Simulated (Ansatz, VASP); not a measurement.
**NaF in VASP and in Ansatz**

```xyz
2
Lattice="2.8348 0.0000 0.0000 0.0000 2.7935 0.0000 0.0000 0.0000 2.7935" Properties=species:S:1:pos:R:3 pbc="T T T"
Na    0.0000    0.0000    0.0000
F     1.4174    1.3967    1.3967
```

Change from the starting cell: uniaxial_x strain +1.5%.

Alike in both runs: task single point; functional PBE; k mesh 10 × 10 × 10; occupations fermi-dirac, width 0.02 eV; no spin polarisation.

|  | VASP | Ansatz |
| --- | --- | --- |
| version | VASP 6.6.1 | Ansatz 0.2.0 |
| potentials or method | VASP PAW PBE potentials, release 64 (Na_pv, F) | plane waves, PAW |
| plane-wave cutoff (eV) | 520 | 420 |
| valence electrons in the cell | 14 | 16 |

|  | VASP | Ansatz | Ansatz less VASP |
| --- | --- | --- | --- |
| gap on the k mesh at the Fermi level (eV) | 5.99 | 6.00 | +0.016 |
| pressure (GPa) | 3.3 | 3.4 | +0.17 |
| traceless stress, the component that is largest in VASP (GPa) | -1.62 | -1.62 | 0.000 |

The functional is the same, so the differences come from potentials, cutoffs and numerics. VASP's potentials hold 14 valence electrons a cell and Ansatz's 16, so a difference there can come from the potentials and not from the codes.
